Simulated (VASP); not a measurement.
Write the native input for VASP 6.6.1 that does the following.

```yaml
Task: single point
Functional: r2SCAN
Potentials_or_basis: VASP PAW PBE potentials, release 64 (Mg)
Cutoff: 520 eV
k_mesh: 15 × 15 × 8
Occupations: gaussian, width 0.1 eV
Spin: no spin polarisation
Dipole_correction: no
Further_INCAR_settings: ALGO = Normal; EDIFF = 1e-06; NBANDS = 9
```

Crystal: Mg.

```
CELL_PARAMETERS angstrom
3.19222 0.00000 0.00000
-1.59611 2.76455 0.00000
0.00000 0.00000 5.10651
ATOMIC_POSITIONS crystal
Mg 0.33333 0.66667 0.25000
Mg 0.66667 0.33333 0.75000
```

These files were run (other wordings do the same):

POSCAR

```
Mg
1.0
    3.1922220222      0.0000000000      0.0000000000
   -1.5961110111      2.7645453657      0.0000000000
    0.0000000000      0.0000000000      5.1065121560
Mg
2
Direct
    0.3333333333      0.6666666667      0.2500000000
    0.6666666667      0.3333333333      0.7500000000
```

INCAR.step1

```
  PREC = Accurate
  ENCUT = 520
  ISMEAR = -5
  SIGMA = 0.1
  LREAL = False
  LASPH = True
  NELM = 100
  NBANDS = 9
  GGA = PE
  ALGO = Normal
  EDIFF = 1E-4
  LWAVE = True
  LCHARG = False
```

INCAR.step2

```
  PREC = Accurate
  ENCUT = 520
  EDIFF = 1E-6
  ISMEAR = 0
  SIGMA = 0.1
  LREAL = False
  LASPH = True
  NELM = 100
  ALGO = Normal
  ISIF = 2
  LWAVE = False
  LCHARG = False
  METAGGA = R2SCAN
  LMIXTAU = True
  LORBIT = 11
  NBANDS = 9
  ISTART = 1
```

KPOINTS

```
Automatic mesh
0
Gamma
  15 15 8
```

Potentials or basis: VASP PAW PBE potentials, release 64 (Mg).

Launch:

```sh
$ cat potpaw_PBE.64/Mg/POTCAR > POTCAR
$ cp INCAR.step1 INCAR
$ mpirun -np 1 vasp_std > vasp.out
$ cp INCAR.step2 INCAR
$ mpirun -np 1 vasp_std > vasp.out
```

It gave:

| Quantity | Value |
| --- | --- |
| Pressure | -0.2 GPa |
| Band gap on the k mesh | zero (band 2 reaches 3.65 eV, above the bottom of band 3 at 1.69 eV) |
| Valence electrons inside the program's atomic spheres | Mg 0.34 |

Caveat: the PAW data sets were made with another functional, which shifts forces and pressure a little.

Run time: 4.5 min on 1 thread of AMD EPYC 7571, with other jobs on the host, peak memory 0.16 GiB.
